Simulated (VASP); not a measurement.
BP:

```xyz
2
Lattice="0.0000 2.2456 2.2776 2.2456 0.0000 2.2776 2.2456 2.2456 0.0000" Properties=species:S:1:pos:R:3 pbc="T T T"
B     0.0000    0.0000    0.0000
P     1.1228    1.1228    1.1388
```

This cell differs from its parent crystal: epitaxial xy strain -1.0%.

Base run:

```yaml
Program: VASP 6.6.1
Functional: PBE
Potentials_or_basis: VASP PAW PBE potentials, release 64 (B, P)
Cutoff: 520 eV
k_mesh: 10 × 10 × 10
Occupations: fermi-dirac, width 0.02 eV
Spin: no spin polarisation
```

Its results: band gap on the k mesh 1.11 eV, indirect (least direct gap 3.35 eV); pressure 3.8 GPa.

Problem. The run is repeated on the same cell with these changes: functional from PBE to r2SCAN; occupations from fermi-dirac, width 0.02 eV to gaussian, width 0.01 eV. What comes out?

Solution. Band gap on the k mesh 1.31 eV, indirect (least direct gap 3.59 eV); pressure 2.3 GPa.

Caveats: the PAW data sets were made with another functional, which shifts forces and pressure a little (some runs).

A k mesh can miss the band edges.
